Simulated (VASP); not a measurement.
# Zr3Sn: single point with LDA

Zr3Sn:

```
CELL_PARAMETERS angstrom
-2.17665 2.17665 4.76964
2.17665 -2.17665 4.76964
2.17665 2.17665 -4.76964
ATOMIC_POSITIONS crystal
Zr 0.50000 0.50000 0.00000
Zr 0.25000 0.75000 0.50000
Zr 0.75000 0.25000 0.50000
Sn 0.00000 0.00000 0.00000
```

```yaml
Program: VASP 6.6.1
Task: single point
Functional: LDA
Potentials_or_basis: VASP PAW LDA potentials, release 64 (Zr_sv, Sn_d)
Cutoff: 520 eV
k_mesh: 9 × 9 × 9
Occupations: fermi-dirac, width 0.1 eV
Spin: no spin polarisation
```

* Pressure: -6.5 GPa
* Band gap on the k mesh: zero (bands 25 and 26 overlap by 0.78 eV)

Levels at points of the mesh, in eV from the Fermi level:
```
           k point  band 23  band 24  band 25  band 26  band 27  band 28
(0.00, 0.00, 0.00)    -1.49    -0.75     0.00     0.32     0.32     1.16
```

Run time: 7.5 min on 1 thread of Intel Xeon 8259CL, on a shared host, peak memory 0.34 GiB.

Caveat: the cell stands under tension; spin-orbit coupling is left out, which moves the levels of the heavy elements.
